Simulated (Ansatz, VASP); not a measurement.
**MgZr2N2 in VASP and in Ansatz**

```
CELL_PARAMETERS angstrom
-2.16300 2.16300 5.00694
2.16300 -2.16300 5.00694
2.16300 2.16300 -5.00694
ATOMIC_POSITIONS crystal
Mg 0.00000 0.00000 0.00000
Zr 0.75000 0.25000 0.50000
Zr 0.25000 0.75000 0.50000
N 0.79119 0.79119 0.00000
N 0.20881 0.20881 0.00000
```

Change from the starting cell: species swapped into the LuMn2Ge2 type (I4/mmm, No. 139).

Alike in both runs: functional PBE; k mesh 6 × 6 × 6; occupations gaussian, width 0.1 eV; no spin polarisation.

Ansatz relaxed the structure, and its values are those at the end. VASP's run is a single point on that final structure, the one shown.

|  | VASP | Ansatz |
| --- | --- | --- |
| version | VASP 6.6.1 | Ansatz 0.2.0 |
| potentials or method | VASP PAW PBE potentials, release 64 (Mg, Zr_sv, N), cutoff 520 eV | scalar-relativistic, plane waves, PAW |
| valence electrons in the cell | 36 | 44 |

|  | VASP | Ansatz | Ansatz less VASP |
| --- | --- | --- | --- |
| gap on the k mesh at the Fermi level (eV) | none | none | - |
| pressure (GPa) | 0.2 | 0.2 | -0.04 |
| rms of the force components (eV/Å) | 0.006 | 0.000 | -0.0060 |

A gap of «none» marks a metal or a gap that the smearing closes. VASP's potentials hold 36 valence electrons a cell and Ansatz's 44, so a difference there can come from the potentials and not from the codes.
